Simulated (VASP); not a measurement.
# AlN (P2) in VASP: a series of runs

AlN is run at these levels: PBE; tasks: relaxation of cell and atoms, single point.

Program: VASP 6.6.1. These are calculated values, not measurements. Logs are shortened: lines on timing, memory, paths and dates and some standing lists are left out, and cuts for length are marked.

## Step 1: The cell of the first run

It takes space group P2 (No. 3, monoclinic). Conventional cell: a = 3.522 Å, b = 4.887 Å, c = 3.522 Å, α = 90.00°, β = 113.84°, γ = 90.00°. Al (site symmetry 2) has 4 N at 1.85 Å and 1 Al at 1.87 Å within 2.5 Å. Within 2.5 Å of Al (site symmetry 2) lie 2 N at 1.85 Å and 3 Al at 1.85 to 1.87 Å. Within 2.5 Å of Al (site symmetry 2) lie 2 Al at 1.85 Å and 3 N at 1.87 to 1.92 Å. Within 2.5 Å of N (site symmetry 2) lie 4 Al at 1.85 to 1.92 Å and 1 N at 1.87 Å. Within 2.5 Å of N (site symmetry 2) lie 3 Al at 1.85 to 1.87 Å and 2 N at 1.92 Å. N (site symmetry 2) has 2 Al at 1.85 Å and 3 N at 1.87 to 1.92 Å within 2.5 Å.

The cell was generated, and may not be a known phase.

## Step 2: Relaxation of cell and atoms, PBE

Contents of INCAR:

```
SYSTEM = AlN
  PREC = Accurate
  ENCUT = 600
  EDIFF = 1E-6
  ISMEAR = 0
  SIGMA = 0.1
  LREAL = .FALSE.
  LASPH = .TRUE.
  NELM = 100
  ALGO = Normal
  ISIF = 3
  LWAVE = .FALSE.
  LCHARG = .FALSE.
  GGA = PE
  IBRION = 2
  NSW = 90
  EDIFFG = -0.04
```

Contents of KPOINTS:

```
Automatic mesh
0
G
  6 4 6
  0 0 0
```

Contents of POSCAR:

```
AlN
1.0
    3.5222083400      0.0000000000      0.0000000000
    0.0000000000      4.8871296200      0.0000000000
   -1.4234444400      0.0000000000      3.2217631100
Al N
3 3
Direct
    0.5000000000      0.8086607100      0.5000000000
    0.5000000000      0.1913392900      0.5000000000
    0.5000000000      0.3086608600      0.0000000000
    0.0000000000      0.3086608600      0.5000000000
    0.5000000000      0.6913391400      0.0000000000
    0.0000000000      0.6913391400      0.5000000000
```

Potentials or basis: VASP PAW PBE potentials, release 64 (Al, N).

Command:

```sh
$ cat potpaw_PBE.64/Al/POTCAR potpaw_PBE.64/N/POTCAR > POTCAR
$ mpirun -np 1 vasp_std > vasp.out
```

OUTCAR:

```text
SYSTEM = AlN
   PREC = Accurate
   ENCUT = 600
   EDIFF = 1E-6
   ISMEAR = 0
   LREAL = .FALSE.
   LASPH = .TRUE.
   NELM = 100
   ISIF = 3
   GGA = PE
   IBRION = 2
   NSW = 90
   EDIFFG = -0.04

 ion  position               nearest neighbor table
   1  0.500  0.809  0.500-   6 1.85   6 1.85   5 1.85   5 1.85   2 1.87   3 3.01   3 3.01   3 3.01
                             3 3.01   2 3.02
   2  0.500  0.191  0.500-   4 1.85   4 1.85   3 1.85   3 1.85   1 1.87   1 3.02   3 3.29   3 3.29

   3  0.500  0.309  0.000-   2 1.85   2 1.85   5 1.87   4 1.92   4 1.92   1 3.01   1 3.01   1 3.01
                             1 3.01   2 3.29   2 3.29
   4  0.000  0.309  0.500-   2 1.85   2 1.85   3 1.92   3 1.92
   5  0.500  0.691  0.000-   1 1.85   1 1.85   3 1.87
   6  0.000  0.691  0.500-   1 1.85   1 1.85

  LATTYP: Found a base centered orthorhombic cell.
 ALAT       =     3.8450705384
 B/A-ratio  =     1.5350764827
 C/A-ratio  =     1.2710116944

  Lattice vectors:

 A1 = (  -1.4234444400,   0.0000000000,   3.2217631100)
 A2 = (   3.5222083400,   0.0000000000,   0.0000000000)
 A3 = (   0.0000000000,   4.8871296200,   0.0000000000)

Analysis of symmetry for initial positions (statically):
=====================================================================
 Subroutine PRICEL returns:
 Original cell was already a primitive cell.

 Routine SETGRP: Setting up the symmetry group for a
 base centered orthorhombic supercell.

 Subroutine GETGRP returns: Found  2 space group operations
 (whereof  2 operations were pure point group operations)
 out of a pool of  8 trial point group operations.

The static configuration has the point symmetry C_2 .

Analysis of symmetry for dynamics (positions and initial velocities):
=====================================================================
 Subroutine PRICEL returns:
 Original cell was already a primitive cell.

 Routine SETGRP: Setting up the symmetry group for a
 base centered orthorhombic supercell.

 Subroutine GETGRP returns: Found  2 space group operations
 (whereof  2 operations were pure point group operations)
 out of a pool of  8 trial point group operations.

The dynamic configuration has the point symmetry C_2 .

 Subroutine INISYM returns: Found  2 space group operations
 (whereof  2 operations are pure point group operations),
 and found     1 'primitive' translations

----------------------------------------------------------------------------------------

                                     Primitive cell

  volume of cell :      55.4578

  direct lattice vectors                    reciprocal lattice vectors
[... 94 lines left out ...]
   NELM   =    100;   NELMIN=  2; NELMDL= -5     # of ELM steps
   EDIFF  = 0.1E-05   stopping-criterion for ELM
   LREAL  =      F    real-space projection
   EDIFFG = -.4E-01   stopping-criterion for IOM
   NSW    =     90    number of steps for IOM
   IBRION =      2    ionic relax: 0-MD 1-quasi-New 2-CG
   NFREE  =      1    steps in history (QN), initial steepest desc. (CG)
   ISIF   =      3    stress and relaxation
   ISYM   =      2    0-nonsym 1-usesym 2-fastsym
   POTIM  = 0.5000    time-step for ionic-motion
   TEBEG  =    0.0;   TEEND  =   0.0 temperature during run
   PSTRESS=    0.0 pullay stress
   NELECT =      24.0000    total number of electrons
   NUPDOWN=      -1.0000    fix difference up-down
   EMIN   =  10.00;   EMAX   =-10.00  energy-range for DOS
   EFERMI =   0.00;   METHOD = LEGACY
   ISMEAR =     0;   SIGMA  =   0.10  broadening in eV -4-tet -1-fermi 0-gaus
   EFERMI_NEDOS =   21; number of points for ismear=-14 and -15
   IALGO  =     38    algorithm
   IMIX   =      4    mixing-type and parameters
     AMIX     =   0.40;   BMIX     =  1.00
     AMIX_MAG =   1.60;   BMIX_MAG =  1.00
  volume/ion in A,a.u.               =       9.24        62.37
  Fermi-wavevector in a.u.,A,eV,Ry     =   1.238296  2.340040 20.862855  1.533377
  Thomas-Fermi vector in A             =   2.372827
   LORBIT       =      0    0 simple, 1 ext, 2 COOP (PROOUT), +10 PAW based schemes
   GGA     = PE    functional components
   LHFCALC =     F    Hartree Fock is set to
   AEXX    =    0.0000 exact exchange contribution
   IVDW    =     0    specifies the selected vdW correction
   LEPSILON=     F    determine dielectric tensor
   LRPA    =     F    only Hartree local field effects (RPA)
 conjugate gradient relaxation of ions
 non-spin polarized calculation
 Gauss-broadening in eV      SIGMA  =   0.10
  energy-cutoff  :      600.00
  volume of cell :       55.46
 maximum number of plane-waves:      1880
   NGX = 15   NGY = 19   NGZ = 15

--------------------------------------- Ionic step        1  -------------------------------------------

 number of electron      24.0000003 magnetization

 Free energy of the ion-electron system (eV)
  ---------------------------------------------------
  ext. energy  EPLUGINS =         0.00000000
  ---------------------------------------------------
  free energy    TOTEN  =       -21.96605638 eV

  energy without entropy =      -21.95804680  energy(sigma->0) =      -21.96205159

------------------------ aborting loop because EDIFF is reached ----------------------------------------

  FORCE on cell =-STRESS in cart. coord.  units (eV):
  Direction    XX          YY          ZZ          XY          YZ          ZX
  --------------------------------------------------------------------------------------
  -------------------------------------------------------------------------------------
  Total       17.4635580     33.6726870     46.6832413      0.0000000      0.0000000    -14.0670612
  in kB      504.5228135    972.8051311   1348.6805106      0.0000000      0.0000000   -406.3979014
  external PRESSURE =     942.0028184 kB  Pullay stress =       0.0000000 kB
[... 1022 lines left out ...]
      5      -0.1740      2.00000
      6       0.7066      2.00000
[... 8 lines left out ...]
     15       7.7135      0.00000
     16       8.8674      0.00000

 [... further k-points ...]

[... ionic steps 4 to 26 ...]

--------------------------------------- Ionic step       27  -------------------------------------------

 number of electron      24.0000003 magnetization

------------------------ aborting loop because EDIFF is reached ----------------------------------------
[... 75 lines left out ...]
--------------------------------------- Ionic step       29  -------------------------------------------

 number of electron      24.0000003 magnetization

 Free energy of the ion-electron system (eV)
  ---------------------------------------------------
  ext. energy  EPLUGINS =         0.00000000
  ---------------------------------------------------
  free energy    TOTEN  =       -34.46021615 eV

  energy without entropy =      -34.45278373  energy(sigma->0) =      -34.45649994

 E-fermi :   6.8952     XC(G=0): -10.2878

 val. band max:        6.8383317726   @ k =   0.1667   0.5000   0.0000
 cond. band min:       6.8979399108   @ k =   0.1667  -0.2500   0.3333
 fundamental gap:      0.0596081383
 Fermi energy:         6.8952323073
[... 489 lines left out ...]
  FREE ENERGIE OF THE ION-ELECTRON SYSTEM (eV)
  ---------------------------------------------------
  free  energy   TOTEN  =       -34.4602161517 eV

  energy  without entropy=      -34.4527837291  energy(sigma->0) =      -34.45649994

 reached required accuracy - stopping structural energy minimisation
```

CONTCAR:

```text
AlN
   1.00000000000000
     3.1386592426132571    0.0000000000000000   -0.3239298362034313
     0.0000000000000000    7.1625121776586385    0.0000000000000000
    -1.5851104737335993    0.0000000000000000    3.4577976178011096
  Al              N
     3     3
Direct
     0.5000000000000000    0.7799019223310585    0.5000000000000000
     0.5000000000000000    0.1307933960417455    0.5000000000000000
     0.5000000000000000    0.4528153389309493    0.0000000000000000
     1.0000000000000000    0.2798251415869910    0.5000000000000000
     0.5000000000000000    0.7216432291508234    0.0000000000000000
     0.0000000000000000    0.6350209719584320    0.5000000000000000

  0.00000000E+00  0.00000000E+00  0.00000000E+00
  0.00000000E+00  0.00000000E+00  0.00000000E+00
  0.00000000E+00  0.00000000E+00  0.00000000E+00
  0.00000000E+00  0.00000000E+00  0.00000000E+00
  0.00000000E+00  0.00000000E+00  0.00000000E+00
  0.00000000E+00  0.00000000E+00  0.00000000E+00
```

Run time: 26 min. Hardware: 1 thread of Intel Xeon 8259CL, shared host; peak memory 0.22 GiB.

What came out:

| Property | Result |
| --- | --- |
| Free energy | -34.4602 eV |
| Relaxed volume | 12.34 Å³/atom |
| Relaxed cell | a = 3.155 Å, b = 7.163 Å, c = 3.804 Å, α = 90.00°, β = 120.52°, γ = 90.00° |
| Space group after relaxing (to 0.1 Å) | P2 (No. 3) |
| Energy gained by relaxing | 2082.4 meV/atom |
| Ionic steps | 29 |
| Pressure after relaxing | 0.1 GPa |
| Largest force after relaxing | 0.027 eV/Å |
| Band gap on the k mesh | zero (bands 12 and 13 overlap by 1.38 eV) |

Forces on the atoms (eV/Å):
```
Al   0.000  0.007  0.000
Al   0.000  0.002  0.000
Al   0.000 -0.027  0.000
N    0.000  0.000  0.000
N    0.000  0.022  0.000
N    0.000 -0.004  0.000
```

The path:
```csv
step,energy change (eV),largest force (eV/Å),pressure (GPa),volume (Å³)
1,0.0000,11.0793,94.20,55.46
2,-7.5215,0.9197,-18.05,109.63
3,-9.3915,2.1781,-1.19,83.78
4,-9.3915,2.1249,-2.36,84.78
5,-9.9593,1.5433,-1.02,83.69
6,-10.2836,1.1662,2.08,82.07
7,-10.6288,1.6618,-3.47,83.67
8,-10.6438,1.9219,-4.83,84.06
9,-10.8834,1.6158,-3.22,81.75
10,-10.9469,1.4735,-2.17,80.22
11,-11.2212,2.0464,2.80,77.95
12,-11.3125,1.8545,8.10,76.02
13,-11.4093,1.7265,8.35,75.98
14,-11.5288,2.4180,9.66,75.80
15,-11.7525,2.3619,5.06,77.10
16,-11.9841,2.1290,-5.96,80.96
17,-11.9937,2.2027,-4.08,80.20
18,-12.1472,1.7815,-4.94,79.70
19,-12.3795,0.4309,-6.14,78.24
20,-12.3905,0.4839,-6.15,77.85
21,-12.4631,0.4239,-1.91,75.36
22,-12.4723,0.4492,0.29,74.20
23,-12.4850,0.2325,0.20,74.13
24,-12.4877,0.2042,0.16,74.09
25,-12.4910,0.1269,-0.04,74.14
26,-12.4929,0.0901,-0.31,74.22
27,-12.4937,0.0416,0.06,74.07
28,-12.4938,0.0490,0.23,73.99
29,-12.4942,0.0271,0.07,74.06
```

Final structure:
```cif
data_structure
_symmetry_space_group_name_H-M 'P 1'
_symmetry_Int_Tables_number 1
_cell_length_a 3.1553
_cell_length_b 7.1625
_cell_length_c 3.8038
_cell_angle_alpha 90.000
_cell_angle_beta 120.520
_cell_angle_gamma 90.000
_cell_volume 74.06
loop_
_atom_site_label
_atom_site_type_symbol
_atom_site_fract_x
_atom_site_fract_y
_atom_site_fract_z
_atom_site_occupancy
Al1 Al 0.50000 0.77990 0.50000 1
Al2 Al 0.50000 0.13079 0.50000 1
Al3 Al 0.50000 0.45282 0.00000 1
N1 N 0.00000 0.27983 0.50000 1
N2 N 0.50000 0.72164 0.00000 1
N3 N 0.00000 0.63502 0.50000 1
```

Levels at points of the mesh, in eV from the Fermi level:
| k point | band 9 | band 10 | band 11 | band 12 | band 13 | band 14 | band 15 | band 16 |
| --- | --- | --- | --- | --- | --- | --- | --- | --- |
| (0.00, 0.00, 0.00) | -4.00 | -3.25 | -1.42 | -1.04 | 0.29 | 2.29 | 3.13 | 5.61 |
| (0.50, 0.00, 0.00) | -4.32 | -2.92 | -1.12 | -0.79 | 1.23 | 1.37 | 1.41 | 3.07 |
| (0.00, 0.00, 0.50) | -3.42 | -3.18 | -1.77 | 0.20 | 1.06 | 1.56 | 2.20 | 2.51 |
| (0.00, 0.50, 0.00) | -3.26 | -1.96 | -1.42 | -1.13 | -0.87 | 3.25 | 3.43 | 4.64 |
| (0.50, 0.50, 0.00) | -4.40 | -3.51 | -1.25 | -0.97 | 1.39 | 1.40 | 2.29 | 2.83 |
| (0.00, 0.50, 0.50) | -3.49 | -3.16 | -0.92 | -0.73 | 1.53 | 1.80 | 2.44 | 2.53 |
| (0.50, 0.00, 0.50) | -3.80 | -3.22 | -1.37 | -0.57 | 0.26 | 1.62 | 2.94 | 3.01 |
| (0.50, 0.50, 0.50) | -4.03 | -2.42 | -1.15 | -1.12 | 0.68 | 1.18 | 2.73 | 3.07 |

Caveat: the volume moved by over 15 % at a fixed basis, so the end points are rough.

## Step 3: Single point, PBE, collinear spin, ferromagnetic start

Contents of INCAR:

```
SYSTEM = AlN
PREC = Accurate
ENCUT = 520
EDIFF = 1E-7
ISMEAR = 0
SIGMA = 0.1
LREAL = .FALSE.
LASPH = .TRUE.
NELM = 150
ALGO = Normal
ISIF = 2
LWAVE = .FALSE.
LCHARG = .FALSE.
ISPIN = 2
MAGMOM = 0 0 0 1 1 1
LORBIT = 11
GGA = PE
NBANDS = 25
```

KPOINTS is that of step 2.

POSCAR is that of step 2.

Potentials or basis: VASP PAW PBE potentials, release 64 (Al, N).

Command:

```sh
$ cat potpaw_PBE.64/Al/POTCAR potpaw_PBE.64/N/POTCAR > POTCAR
$ mpirun -np 1 vasp_std > vasp.out
```

OUTCAR:

```text
SYSTEM = AlN
   PREC = Accurate
   ENCUT = 520
   EDIFF = 1E-7
   ISMEAR = 0
   LREAL = .FALSE.
   LASPH = .TRUE.
   NELM = 150
   ISIF = 2
   ISPIN = 2
   LORBIT = 11
   GGA = PE

 ion  position               nearest neighbor table
   1  0.500  0.809  0.500-   6 1.85   6 1.85   5 1.85   5 1.85   2 1.87   3 3.01   3 3.01   3 3.01
                             3 3.01   2 3.02
   2  0.500  0.191  0.500-   4 1.85   4 1.85   3 1.85   3 1.85   1 1.87   1 3.02   3 3.29   3 3.29

   3  0.500  0.309  0.000-   2 1.85   2 1.85   5 1.87   4 1.92   4 1.92   1 3.01   1 3.01   1 3.01
                             1 3.01   2 3.29   2 3.29
   4  0.000  0.309  0.500-   2 1.85   2 1.85   3 1.92   3 1.92
   5  0.500  0.691  0.000-   1 1.85   1 1.85   3 1.87
   6  0.000  0.691  0.500-   1 1.85   1 1.85

  LATTYP: Found a base centered orthorhombic cell.
 ALAT       =     3.8450705384
 B/A-ratio  =     1.5350764827
 C/A-ratio  =     1.2710116944

  Lattice vectors:

 A1 = (  -1.4234444400,   0.0000000000,   3.2217631100)
[... 1520 lines left out ...]
  -------------------------------------------------------------------------------------
  Total       17.5110073     33.7233398     46.7344043      0.0000000      0.0000000    -14.0636959
  in kB      505.8936252    974.2684928   1350.1586091      0.0000000      0.0000000   -406.3006763
  external PRESSURE =     943.4402424 kB  Pullay stress =       0.0000000 kB

 VOLUME and BASIS-vectors are now :
 -----------------------------------------------------------------------------
  energy-cutoff  :      520.00
  volume of cell :       55.46
      direct lattice vectors                 reciprocal lattice vectors
     3.522208340  0.000000000  0.000000000     0.283912791  0.000000000  0.125438795
     0.000000000  4.887129620  0.000000000     0.000000000  0.204619087  0.000000000
    -1.423444440  0.000000000  3.221763110     0.000000000  0.000000000  0.310389053

 POSITION                                       TOTAL-FORCE (eV/Angst)
 -----------------------------------------------------------------------------------
      1.04938      3.95203      1.61088         0.000000    -11.080749      0.000000
      1.04938      0.93510      1.61088         0.000000      4.068295      0.000000
      1.76110      1.50847      0.00000         0.000000      6.794569      0.000000
     -0.71172      1.50847      1.61088         0.000000      1.914928      0.000000
      1.76110      3.37866      0.00000         0.000000     -1.414193      0.000000
     -0.71172      3.37866      1.61088         0.000000     -0.282850      0.000000
 -----------------------------------------------------------------------------------
    total drift:                               -0.000000     -0.000035      0.000001

  FREE ENERGIE OF THE ION-ELECTRON SYSTEM (eV)
  ---------------------------------------------------
  free  energy   TOTEN  =       -21.9600497510 eV

  energy  without entropy=      -21.9520391698  energy(sigma->0) =      -21.95604446

 total charge

# of ion       s       p       d       tot
------------------------------------------
    1        0.434   0.572   0.000   1.006
    2        0.629   0.729   0.000   1.357
    3        0.541   0.577   0.000   1.118
    4        1.298   2.481   0.000   3.779
    5        1.307   2.448   0.000   3.755
    6        1.332   2.293   0.000   3.626
--------------------------------------------------
tot          5.541   9.100   0.000  14.641

 magnetization (x)

# of ion       s       p       d       tot
------------------------------------------
    1       -0.000   0.000   0.000   0.000
    2       -0.000  -0.000   0.000  -0.000
    3       -0.000  -0.000   0.000  -0.000
    4        0.000   0.000   0.000   0.000
    5        0.000  -0.000   0.000  -0.000
    6        0.000   0.000   0.000   0.000
--------------------------------------------------
tot         -0.000   0.000   0.000   0.000
```

OSZICAR:

```text
N       E                     dE             d eps       ncg     rms          rms(c)
DAV:   1     0.863248106205E+02    0.86325E+02   -0.11075E+04  6000   0.860E+02
DAV:   2    -0.184225696496E+02   -0.10475E+03   -0.99068E+02  7502   0.192E+02
DAV:   3    -0.238887676792E+02   -0.54662E+01   -0.54142E+01  7775   0.427E+01
DAV:   4    -0.239356849620E+02   -0.46917E-01   -0.46903E-01  7071   0.424E+00
DAV:   5    -0.239364589661E+02   -0.77400E-03   -0.77398E-03  7953   0.546E-01    0.126E+01
DAV:   6    -0.222367395824E+02    0.16997E+01   -0.83718E+00  7306   0.149E+01    0.607E+00
DAV:   7    -0.220621360411E+02    0.17460E+00   -0.15632E+00  7015   0.666E+00    0.351E+00
DAV:   8    -0.219827163507E+02    0.79420E-01   -0.48673E-01  7564   0.352E+00    0.185E+00
DAV:   9    -0.219586068465E+02    0.24110E-01   -0.15173E-01  7423   0.204E+00    0.611E-01
DAV:  10    -0.219599556353E+02   -0.13488E-02   -0.27193E-02  7150   0.824E-01    0.386E-01
DAV:  11    -0.219597826407E+02    0.17299E-03   -0.46833E-03  7191   0.350E-01    0.241E-01
DAV:  12    -0.219599448717E+02   -0.16223E-03   -0.79688E-04  7038   0.169E-01    0.127E-01
DAV:  13    -0.219600396159E+02   -0.94744E-04   -0.18931E-04  6551   0.816E-02    0.540E-02
DAV:  14    -0.219600471893E+02   -0.75734E-05   -0.28337E-05  7668   0.311E-02    0.212E-02
DAV:  15    -0.219600494636E+02   -0.22743E-05   -0.64183E-06  6630   0.147E-02    0.428E-03
DAV:  16    -0.219600497028E+02   -0.23921E-06   -0.54899E-07  7628   0.443E-03    0.195E-03
DAV:  17    -0.219600497510E+02   -0.48228E-07   -0.87003E-08  3511   0.175E-03
   1 F= -.21960050E+02 E0= -.21956044E+02  d E =-.801058E-02  mag=     0.0000
```

stdout:

```text
POSCAR found type information on POSCAR AlN
 POSCAR found :  2 types and       6 ions
 scaLAPACK will be used
 LDA part: xc-table for (Slater+PW92), standard interpolation
 POSCAR, INCAR and KPOINTS ok, starting setup
 FFT: planning ... GRIDC
 FFT: planning ... GRID_SOFT
 FFT: planning ... GRID
 WAVECAR not read
 entering main loop
```

Wall time 3.7 min (1 thread of Intel Xeon 8259CL, shared host); peak memory 0.26 GiB.

What came out:

- Free energy: -21.9600 eV
- Pressure: 94.3 GPa
- Largest force: 11.081 eV/Å
- Band gap on the k mesh: zero (filled and empty bands overlap)
- Net moment: 0.00 μB per cell
- Valence electrons inside the program's atomic spheres: Al 1.01, 1.36, 1.12; N 3.78, 3.75, 3.63

Forces on the atoms (eV/Å):
```
Al    0.000 -11.081   0.000
Al    0.000   4.068   0.000
Al    0.000   6.795   0.000
N     0.000   1.915   0.000
N     0.000  -1.414   0.000
N     0.000  -0.283   0.000
```

Stress tensor (GPa, compression positive):
```
 50.59   0.00 -40.63
  0.00  97.43   0.00
-40.63   0.00 135.02
```

Caveat: the stress differs along the axes, from 51 to 135 GPa; forces of over 1 eV/Å act on the atoms, so gaps and moduli don't describe the material at rest.

(Continued in part 2 of 2.)

The gap in the log of VASP goes by the Fermi energy; the results here count the filled bands.